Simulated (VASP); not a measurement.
## HPt6: single point with PBE

HPt6, a slab with vacuum:

```
CELL_PARAMETERS angstrom
5.61458 0.00000 0.00000
-2.80729 4.86237 0.00000
0.00000 0.00000 22.61974
ATOMIC_POSITIONS crystal
Pt 0.33333 0.16667 0.17684
Pt 0.33333 0.66667 0.17684
Pt 0.83333 0.16667 0.17684
Pt 0.83333 0.66667 0.17684
Pt 0.16667 0.33333 0.27896
Pt 0.16667 0.83333 0.27896
Pt 0.66667 0.33333 0.27896
Pt 0.66667 0.83333 0.27896
Pt 0.00000 0.00000 0.38107
Pt 0.00000 0.50000 0.38107
Pt 0.50000 0.00000 0.38107
Pt 0.50000 0.50000 0.38107
H 0.17313 0.34627 0.42926
H 0.32687 0.65373 0.42926
```

```
Program                : VASP 6.6.1
Task                   : single point
Functional             : PBE
Potentials or basis    : VASP PAW PBE potentials, release 64 (Pt, H)
Cutoff                 : 520 eV
k mesh                 : 6 × 6 × 1
Occupations            : gaussian, width 0.1 eV
Spin                   : no spin polarisation
Dipole correction      : yes
Further INCAR settings : ALGO = Normal; EDIFF = 1e-06; NBANDS = 74
```

```yaml
Largest_force: 0.922 eV/Å
Band_gap_on_the_k_mesh: zero (bands 61 and 62 overlap by 0.64 eV)
```

Forces in eV/Å, atoms in the order of the input:
```
Pt   0.038  0.007 -0.086
Pt   0.000  0.035 -0.035
Pt  -0.038  0.007 -0.086
Pt   0.000 -0.019  0.056
Pt   0.000 -0.088 -0.386
Pt  -0.025  0.044 -0.138
Pt   0.000  0.000  0.198
Pt   0.025  0.044 -0.138
Pt   0.000  0.012  0.299
Pt  -0.220 -0.038  0.718
Pt   0.000  0.068  0.115
Pt   0.220 -0.038  0.718
H    0.000 -0.680 -0.622
H    0.000  0.644 -0.614
```

Levels at points of the mesh, in eV from the Fermi level:
| k point | band 59 | band 60 | band 61 | band 62 | band 63 | band 64 |
| --- | --- | --- | --- | --- | --- | --- |
| (0.00, 0.00, 0.00) | 0.32 | 0.36 | 0.39 | 0.46 | 0.59 | 0.59 |
| (0.50, 0.00, 0.00) | -0.25 | -0.16 | -0.03 | 0.00 | 0.22 | 0.27 |
| (0.00, 0.50, 0.00) | -0.24 | -0.17 | -0.05 | 0.03 | 0.24 | 0.25 |

It took 20 min on 1 thread of Intel(R) Xeon(R) 6975P-C (Granite Rapids), with other jobs on the host, peak memory 0.85 GiB.

Caveat: spin-orbit coupling is left out, which moves the levels of the heavy elements.
